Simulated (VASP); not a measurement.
Al:

```xyz
1
Lattice="0.0000 2.0645 2.0645 2.0645 0.0000 2.0645 2.0645 2.0645 0.0000" Properties=species:S:1:pos:R:3 pbc="T T T"
Al    0.0000    0.0000    0.0000
```

Base run:

| Property | Result |
| --- | --- |
| Program | VASP 6.6.1 |
| Functional | PBE exchange alone |
| Potentials or basis | VASP PAW PBE potentials, release 64 (Al) |
| Cutoff | 520 eV |
| k mesh | 11 × 11 × 11 |
| Occupations | fermi-dirac, width 0.05 eV |
| Spin | no spin polarisation |

Its results: pressure 4.9 GPa.

Task: After a change of settings the same cell gave: pressure -6.8 GPa. Which change was it?
A. functional from PBE exchange alone to SVWN5
B. functional from PBE exchange alone to r2SCAN; dispersion from none to D3(BJ)
C. functional from PBE exchange alone to PBEsol; further incar settings from ALGO = Normal; EDIFF = 1e-06; NBANDS = 8 to ALGO = Normal; EDIFF = 1e-07; NBANDS = 8
D. functional from PBE exchange alone to revPBE; further incar settings from ALGO = Normal; EDIFF = 1e-06; NBANDS = 8 to ALGO = Normal; EDIFF = 1e-07; NBANDS = 8

Result: A.

Caveats: the PAW data sets were made with another functional, which shifts forces and pressure a little (some runs).
